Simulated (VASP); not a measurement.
Here is a VASP 6.6.1 calculation.

Contents of INCAR:

```
PREC     = Accurate       # precision mode
ENCUT    = 520            # plane-wave cutoff, eV
EDIFF    = 1E-7           # SCF threshold, eV
ISMEAR   = -1             # smearing method
SIGMA    = 0.05           # smearing width, eV
LREAL    = F              # projectors in reciprocal space
LASPH    = T              # aspherical terms in the spheres
NELM     = 150            # most SCF steps
ALGO     = Normal         # electronic algorithm
ISIF     = 2              # what is computed and relaxed
LWAVE    = F              # write WAVECAR
LCHARG   = T              # write CHGCAR
ISPIN    = 2              # spin polarisation
MAGMOM   = 2 0            # initial moments
LORBIT   = 11             # projections on sites
LMAXMIX  = 4              # l up to which the mixer works
GGA      = PE             # functional
LELF     = T              # ELF
LVHAR    = T            
NBANDS   = 18             # bands
```

KPOINTS

```
regular mesh
0
Gamma
  11 11 11
```

File POSCAR:

```
CoO
1.0
    1.5054695445      0.8691832468      2.4399269062
   -1.5054695445      0.8691832468      2.4399269062
    0.0000000000     -1.7383664936      2.4399269062
Co O
1 1
Direct
    0.0000000000      0.0000000000      0.0000000000
    0.5000000000      0.5000000000      0.5000000000
```

Potentials or basis: VASP PAW PBE potentials, release 64 (Co, O).

Run with:

```bash
$ cat potpaw_PBE.64/Co/POTCAR potpaw_PBE.64/O/POTCAR > POTCAR
$ mpirun -np 1 vasp_std > vasp.out
```

Q: What does it give for the pressure?

A: -0.6 GPa.

Q: Estimate the site moments.

A: Co +2.54; O +0.29 μB.

Q: Predict the net moment.

A: 2.87 μB per cell.

Stress tensor (GPa, compression positive):
```
-0.51  0.00  0.00
 0.00 -0.51  0.00
 0.00  0.00 -0.91
```

Caveat: a cell with one magnetic atom can't hold antiferromagnetic order, which such compounds often take.
